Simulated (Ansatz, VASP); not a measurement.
HfB in VASP and in Ansatz

The input INCAR:

```
PREC = Accurate
ENCUT = 520
EDIFF = 1E-6
ISMEAR = 0
SIGMA = 0.15
LREAL = False
LASPH = True
NELM = 80
ALGO = Normal
ISIF = 2
LWAVE = False
LCHARG = True
GGA = PS
LELF = True
LVHAR = True
NBANDS = 14
```

The input KPOINTS:

```
Automatic mesh
0
Gamma
  16 16 16
```

The input POSCAR:

```
HfB
1.0
    0.0000000000      2.3936993068      2.3936993068
    2.4494725006      0.0000000000      2.3936993068
    2.4494725006      2.3936993068      0.0000000000
Hf B
1 1
Direct
    0.4985704626      0.5014295374      0.5014295374
    0.0236036330     -0.0236036330     -0.0236036330
```

Input for Ansatz:

```yaml
crystal:
  lattice:
    - [0.0, 2.3936993068, 2.3936993068]
    - [2.4494725006, 0.0, 2.3936993068]
    - [2.4494725006, 2.3936993068, 0.0]
  atoms:
    - { symbol: Hf, position: [0.4985704626, 0.5014295374, 0.5014295374] }
    - { symbol: B, position: [0.023603633, -0.023603633, -0.023603633] }
basis:
  ecutwfc: 520.0
kpoints:
  mp_grid: { grid: [16, 16, 16] }
hamiltonian:
  xc: pbesol
  pseudopotentials: { kind: paw }
scf:
  occupations: { method: gaussian, width: 0.15 }
output:
  forces: true
  stress: true
  eigenvalues: true
```

Change from the starting cell: mode 4 frozen in at -0.113 Å, normal strain along x +0.0233.

Alike in both runs: task single point; functional PBEsol; k mesh 16 × 16 × 16; occupations gaussian, width 0.15 eV; no spin polarisation.

```csv
,VASP,Ansatz
version,VASP 6.6.1,Ansatz 0.2.0
potentials or method,"VASP PAW PBE potentials, release 64 (Hf_pv, B), cutoff 520 eV","scalar-relativistic, plane waves, PAW"
valence electrons in the cell,13,29
```

```csv
,VASP,Ansatz,Ansatz less VASP
gap on the k mesh at the Fermi level (eV),none,none,-
pressure (GPa),-2.8,-3.0,-0.22
"traceless stress, the component that is largest in VASP (GPa)",-3.03,-2.99,+0.036
rms of the force components (eV/Å),0.498,0.497,-0.0004
```

VASP's potentials were made for PBE, not for PBEsol. Atom by atom the forces differ by 0.000 eV/Å (rms over components). A gap of «none» marks a metal or a gap that the smearing closes. VASP's potentials hold 13 valence electrons a cell and Ansatz's 29, so a difference there can come from the potentials and not from the codes.

Spin-orbit coupling is off throughout.
